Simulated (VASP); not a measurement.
# TaO5: relaxation of cell and atoms with PBE

TaO5:

```xyz
6
Lattice="0.0000 3.1704 3.1704 3.1704 0.0000 3.1704 3.1704 3.1704 0.0000" Properties=species:S:1:pos:R:3 pbc="T T T"
Ta    3.1704    3.1704    3.1704
O     5.5545    3.9565    3.9565
O     5.5545    5.5545    5.5545
O     1.5852    1.5852    1.5852
O     3.9565    3.9565    5.5545
O     3.9565    5.5545    3.9565
```

```yaml
Program: VASP 6.6.1
Task: relaxation of cell and atoms
Functional: PBE
Potentials_or_basis: VASP PAW PBE potentials, release 64 (Ta_pv, O)
Cutoff: 600 eV
k_mesh: 6 × 6 × 6
Occupations: gaussian, width 0.1 eV
Spin: no spin polarisation
Dipole_correction: no
Further_INCAR_settings: ALGO = Normal; EDIFF = 1e-07; IBRION = 2; EDIFFG = -0.04; NSW = 90; ISIF = 3
```

The relaxed volume is 8.21 Å³/atom and the relaxed cell is a = 4.115 Å, b = 4.115 Å, c = 4.115 Å, α = 60.00°, β = 60.00°, γ = 60.00°. The space group after relaxing (to 0.05 Å) is F-43m (No. 216) and the energy gained by relaxing is 355.8 meV/atom. The ionic steps are 5 and the pressure after relaxing is -0.7 GPa. The largest force after relaxing is 0.022 eV/Å.

Forces in eV/Å, atoms in the order of the input:
```
Ta   0.000  0.000  0.000
O    0.013 -0.013 -0.013
O    0.013  0.013  0.013
O    0.000  0.000  0.000
O   -0.013 -0.013  0.013
O   -0.013  0.013 -0.013
```

The path:
```tsv
step	energy change (eV)	largest force (eV/Å)	pressure (GPa)	volume (Å³)
1	0.0000	0.7001	-35.84	63.73
2	-1.6647	0.5669	33.28	44.23
3	-2.1346	0.0834	-0.35	49.19
4	-2.1342	0.0571	1.02	48.92
5	-2.1347	0.0224	-0.70	49.27
```

Final structure:
```
Ta O
1.0
     0.00000    2.90973    2.90973
     2.90973    0.00000    2.90973
     2.90973    2.90973    0.00000
Ta O
1 5
Direct
  0.50000 0.50000 0.50000
  0.37922 0.87359 0.87359
  0.87359 0.87359 0.87359
  0.25000 0.25000 0.25000
  0.87359 0.87359 0.37922
  0.87359 0.37922 0.87359
```

Levels at points of the mesh, in eV from the Fermi level:
```tsv
k point	band 18	band 19	band 20	band 21	band 22	band 23
(0.00, 0.00, 0.00)	0.32	0.32	0.32	1.67	1.67	1.67
(0.50, 0.00, 0.00)	-1.07	-0.25	-0.25	0.36	1.07	1.07
(0.50, 0.50, 0.00)	-2.61	-0.85	-0.85	-0.83	1.09	1.09
```

Wall time 110 s on 1 thread of Intel(R) Xeon(R) Platinum 8488C (Sapphire Rapids), with other jobs on the host, peak memory 0.22 GiB.

Caveat: the volume moved by over 15 % at a fixed basis, so the end points are rough; spin-orbit coupling is left out, which moves the levels of the heavy elements; an odd number of electrons without spin polarisation forces a metal; a magnetic or distorted state may lie lower.
